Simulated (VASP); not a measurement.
Wanted: the native input for a VASP 6.6.1 run.

| Item | Value |
| --- | --- |
| Task | single point |
| Functional | r2SCAN |
| Potentials or basis | VASP PAW PBE potentials, release 64 (Ga_d, Sb) |
| Cutoff | 550 eV |
| k mesh | 6 × 6 × 6 |
| Occupations | methfessel-paxton, width 0.05 eV |
| Spin | no spin polarisation |
| Dipole correction | no |
| Further INCAR settings | ALGO = Normal; EDIFF = 1e-06; NBANDS = 16 |

GaSb:

```
CELL_PARAMETERS angstrom
0.00000 3.06588 3.06588
3.06588 0.00000 3.06588
3.06588 3.06588 0.00000
ATOMIC_POSITIONS crystal
Ga 0.00000 0.00000 0.00000
Sb 0.25000 0.25000 0.25000
```

These files were run (other wordings do the same):

POSCAR

```
GaSb
1.0
    0.0000000000      3.0658788003      3.0658788003
    3.0658788003      0.0000000000      3.0658788003
    3.0658788003      3.0658788003      0.0000000000
Ga Sb
1 1
Direct
    0.0000000000      0.0000000000      0.0000000000
    0.2500000000      0.2500000000      0.2500000000
```

INCAR.step1

```
PREC = Accurate
ENCUT = 550
ISMEAR = 1
SIGMA = 0.05
LREAL = False
LASPH = True
NELM = 120
NBANDS = 16
GGA = PE
ALGO = Normal
EDIFF = 1E-5
LWAVE = True
LCHARG = False
GGA_COMPAT = False
```

INCAR.step2

```
PREC = Accurate
ENCUT = 550
EDIFF = 1E-6
ISMEAR = 1
SIGMA = 0.05
LREAL = False
LASPH = True
NELM = 120
ALGO = Normal
ISIF = 2
LWAVE = False
LCHARG = False
METAGGA = R2SCAN
LMIXTAU = True
NBANDS = 16
ISTART = 1
GGA_COMPAT = False
```

KPOINTS

```
Automatic mesh
0
Gamma
  6 6 6
```

Potentials or basis: VASP PAW PBE potentials, release 64 (Ga_d, Sb).

The run is started by

```sh
$ cat potpaw_PBE.64/Ga_d/POTCAR potpaw_PBE.64/Sb/POTCAR > POTCAR
$ cp INCAR.step1 INCAR
$ mpirun -np 1 vasp_std > vasp.out
$ cp INCAR.step2 INCAR
$ mpirun -np 1 vasp_std > vasp.out
```

Results of the run:

```
Pressure               : 0.1 GPa
Band gap on the k mesh : 0.40 eV
```

Caveat: the PAW data sets were made with another functional, which shifts forces and pressure a little; spin-orbit coupling is left out, which moves the levels of the heavy elements.

Wall time 28 s on 1 thread of Intel(R) Xeon(R) 6975P-C (Granite Rapids) (shared host), peak memory 0.21 GiB.
